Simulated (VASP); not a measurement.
Wanted: the native input for a VASP 6.6.1 run.

```
Task                   : single point
Functional             : LDA
Potentials or basis    : VASP PAW LDA potentials, release 64 (Si)
Cutoff                 : 520 eV
k mesh                 : 1 × 1 × 1
Occupations            : gaussian, width 0.05 eV
Spin                   : no spin polarisation
Dipole correction      : no
Further INCAR settings : LREAL = Auto; ALGO = Normal; EDIFF = 1e-06; NBANDS = 163
```

The structure of Si (a cell with a defect) lies in POSCAR:

```
Si
1.0
   10.8600000000      0.0000000000      0.0000000000
    0.0000000000     10.8600000000      0.0000000000
    0.0000000000      0.0000000000     10.8600000000
Si
63
Direct
    0.5017910681     -0.0005682320     -0.0018821363
    0.6261856354      0.1255562615      0.1240844383
    0.7519135359      0.2551884899      0.0055902394
    0.8695944751      0.3906975138      0.1410691529
    0.7495453039     -0.0003955801      0.2498704420
    0.8749824125      0.1248186004      0.3752223757
    0.0017428177     -0.0012092081      0.0014631676
    0.1221844383      0.1281081031      0.1266713628
    0.2485920810      0.2497874770      0.0001545120
    0.3725882136      0.3750564457      0.1254336096
    0.5019655617      0.4966783610      0.0019729282
    0.6239460405      0.6264320442      0.1279697974
    0.7491871087      0.7489964088      0.0004358195
    0.8728958564      0.8739088398      0.1260893186
    0.2503360037      0.0038561694      0.2494034991
    0.3803868324      0.1233969613      0.3756542357
    0.5016967772      0.2515644567      0.2472542357
    0.6239459484      0.3775696133      0.3767696133
    0.7483192449      0.5276417127      0.2779805709
    0.5068477901     -0.0066022099      0.4997831492
    0.6277832413      0.1217331492      0.6243713628
    0.7492310313      0.2501011971      0.4993105893
    0.8729934622      0.3756923573      0.6242359116
    0.7537478821     -0.0076896869      0.7427218232
    0.8760940147      0.1241790976      0.8747717311
   -0.0031579190      0.5017025783      0.0054906998
    0.1249848066      0.6270365562      0.1266479742
    0.2503988029      0.7504220994     -0.0026422652
    0.3714269797      0.8784385820      0.1221888582
   -0.0032048803      0.2550581952      0.2520559853
    0.1253872928      0.3757674954      0.3773638122
    0.2490686004      0.5006983425      0.2511023020
    0.3754637201      0.6248590239      0.3752684162
    0.4954622468      0.7526297422      0.2462113260
    0.6308424494      0.8651337017      0.3708699816
   -0.0017125230     -0.0034882136      0.4996432781
    0.1239048803      0.1226151934      0.6252491713
    0.2506448435      0.2467137201      0.5009408840
    0.3715594843      0.3718728361      0.6288008287
    0.4956430939      0.4959543278      0.5030148250
    0.6308105893      0.6207941989      0.6156034070
    0.7621750460      0.7111999079      0.4614446593
    0.8722604052      0.8569805709      0.6072757827
    0.2510809392     -0.0007878453      0.7496422652
    0.3752588398      0.1247865562      0.8751918969
    0.5018036832      0.2477100368      0.7497562615
    0.6263790976      0.3736216390      0.8757430018
    0.7496332413      0.4996174033      0.7498176796
    0.8749827808      0.6248387661      0.8752327808
    0.0042554328      0.7558965930      0.2483355433
    0.1274702578      0.8764261510      0.3748739411
    0.0049589319      0.4974370166      0.5063564457
    0.1276258748      0.6244053407      0.6269197974
    0.2508646409      0.7499833333      0.5003641805
    0.3767847145      0.8740571823      0.6244782689
    0.0015363720      0.2510997238      0.7493337017
    0.1221518416      0.3762495396      0.8785257827
    0.2503884899      0.4989537753      0.7543407919
    0.3802896869      0.6250148250      0.8741922652
    0.5065325967      0.7493514733      0.7440600368
    0.6276718232      0.8739950276      0.8721114180
   -0.0018132597      0.7491873849      0.7467677716
    0.1239378453      0.8746140884      0.8729188766
```

One way to write it, as run:

INCAR

```
ALGO = Normal ; EDIFF = 1E-6
ENCUT = 520 ; GGA = CA
ISIF = 2 ; ISMEAR = 0
LASPH = T ; LCHARG = F
LREAL = Auto ; LWAVE = F
NBANDS = 163 ; NELM = 80
PREC = Accurate ; SIGMA = 0.05
```

KPOINTS

```
k-points
0
Gamma
  1 1 1
```

Potentials or basis: VASP PAW LDA potentials, release 64 (Si).

Launch:

```sh
$ cat potpaw_LDA.64/Si/POTCAR > POTCAR
$ mpirun -np 1 vasp_gam > vasp.out
```

Results of the run:

```
Pressure      : -1.8 GPa
Largest force : 0.272 eV/Å
```

Caveat: the k points lie up to 0.58 Å⁻¹ apart.

Wall time 5.5 min on 1 thread of Intel(R) Xeon(R) Platinum 8488C (Sapphire Rapids), on a shared host, peak memory 0.68 GiB.
